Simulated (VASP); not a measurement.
A run of VASP 6.6.1 is set up as follows.

File INCAR:

```
ALGO = Fast ; EDIFF = 1E-6
ENCUT = 520 ; GGA = PE
ISIF = 2 ; ISMEAR = 0
LASPH = True ; LCHARG = False
LREAL = False ; LWAVE = False
NBANDS = 12 ; NELM = 100
PREC = Accurate ; SIGMA = 0.15
```

Contents of KPOINTS:

```
k-points
0
Gamma
  22 22 22
```

Contents of POSCAR:

```
Ag
1.0
    0.0000000000      2.2195150262      1.7312217205
    2.2195150262      0.0000000000      1.7312217205
    2.2195150262      2.2195150262      0.0000000000
Ag
1
Direct
    0.0000000000      0.0000000000      0.0000000000
```

Potentials or basis: VASP PAW PBE potentials, release 64 (Ag).

The run is started by

```console
$ cat potpaw_PBE.64/Ag/POTCAR > POTCAR
$ mpirun -np 1 vasp_std > vasp.out
```

(1) Estimate the pressure.

Results:

(1) 5.3 GPa.
